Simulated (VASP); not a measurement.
Here is a VASP 6.6.1 calculation.

Contents of POSCAR:

```
Rh
1.0
    2.6869887600      0.0000000000      0.0000000000
    0.0000000000      2.6869887600      0.0000000000
    0.0000000000      0.0000000000     23.6000000000
Rh
5
Direct
    0.0000000000      0.0000000000      0.3421820004
    0.5000000000      0.5000000000      0.4188998588
    0.0000000000      0.0000000000      0.5000000002
    0.5000000000      0.5000000000      0.5811001407
    0.0000000000      0.0000000000      0.6578179999
```

Contents of INCAR.step1:

```
SYSTEM = Rh
PREC = Accurate
ENCUT = 520
ISMEAR = -1
SIGMA = 0.05
LREAL = .FALSE.
LASPH = .TRUE.
NELM = 80
LDIPOL = .TRUE.
IDIPOL = 3
DIPOL = 0.5 0.5 0.500
EFIELD = -0.3
NBANDS = 46
GGA = PE
ALGO = Normal
EDIFF = 1E-4
LWAVE = .TRUE.
LCHARG = .FALSE.
```

INCAR.step2

```
SYSTEM = Rh
PREC = Accurate
ENCUT = 520
EDIFF = 1E-6
ISMEAR = -1
SIGMA = 0.05
LREAL = .FALSE.
LASPH = .TRUE.
NELM = 80
ALGO = Normal
ISIF = 2
LWAVE = .FALSE.
LCHARG = .TRUE.
LDIPOL = .TRUE.
IDIPOL = 3
DIPOL = 0.5 0.5 0.500
METAGGA = R2SCAN
LMIXTAU = .TRUE.
LELF = .TRUE.
LVHAR = .TRUE.
LVACPOTAV = .TRUE.
EFIELD = -0.3
NBANDS = 46
ISTART = 1
```

The input KPOINTS:

```
regular mesh
0
G
  15 15 1
  0 0 0
```

Potentials or basis: VASP PAW PBE potentials, release 64 (Rh_pv).

Command:

```bash
$ cat potpaw_PBE.64/Rh_pv/POTCAR > POTCAR
$ cp INCAR.step1 INCAR
$ mpirun -np 1 vasp_std > vasp.out
$ cp INCAR.step2 INCAR
$ mpirun -np 1 vasp_std > vasp.out
```

Question: Estimate the band gap on the k mesh.

Answer: Zero (an odd number of electrons rules out a gap without spin polarisation).

Question: Predict the largest force.

Answer: 0.072 eV/Å.

Forces on the atoms (eV/Å):
```
Rh   0.000  0.000 -0.065
Rh   0.000  0.000  0.000
Rh   0.000  0.000  0.011
Rh   0.000  0.000 -0.019
Rh   0.000  0.000  0.072
```

Caveat: the PAW data sets were made with another functional, which shifts forces and pressure a little.
